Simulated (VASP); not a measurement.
A run of VASP 6.6.1 is set up as follows.

INCAR

```
SYSTEM = Zn
PREC     = Accurate       ! precision mode
ENCUT    = 520            ! plane-wave cutoff, eV
EDIFF    = 1E-7           ! SCF threshold, eV
ISMEAR   = 0              ! smearing method
SIGMA    = 0.15           ! smearing width, eV
LREAL    = .False.        ! projectors in reciprocal space
LASPH    = .True.         ! aspherical terms in the spheres
NELM     = 80             ! most SCF steps
ALGO     = Fast           ! electronic algorithm
ISIF     = 2              ! what is computed and relaxed
LWAVE    = .False.        ! write WAVECAR
LCHARG   = .False.        ! write CHGCAR
GGA      = CA             ! functional
NBANDS   = 12             ! bands
```

The input KPOINTS:

```
Automatic mesh
0
Gamma
  22 22 22
  0 0 0
```

POSCAR

```
Zn
1.0
   -1.6004177400      1.6004177400      1.5690370000
    1.6004177400     -1.6004177400      1.5690370000
    1.5376562600      1.5376562600     -1.5690370000
Zn
1
Direct
    0.0000000000      0.0000000000      0.0000000000
```

Potentials or basis: VASP PAW LDA potentials, release 64 (Zn).

Run with:

```console
$ cat potpaw_LDA.64/Zn/POTCAR > POTCAR
$ mpirun -np 1 vasp_std > vasp.out
```

Q: Predict the band gap on the k mesh.

A: Zero (bands 6 and 7 overlap by 5.44 eV).

Q: What does it give for the pressure?

A: -7.8 GPa.

Stress tensor (GPa, compression positive):
```
-7.74 -0.03  0.00
-0.03 -7.74  0.00
 0.00  0.00 -7.94
```

Caveat: the cell differs from its parent crystal (strain -0.0400 x Voigt [0, 0, 0, 0, 0, 1]); the cell stands under tension.
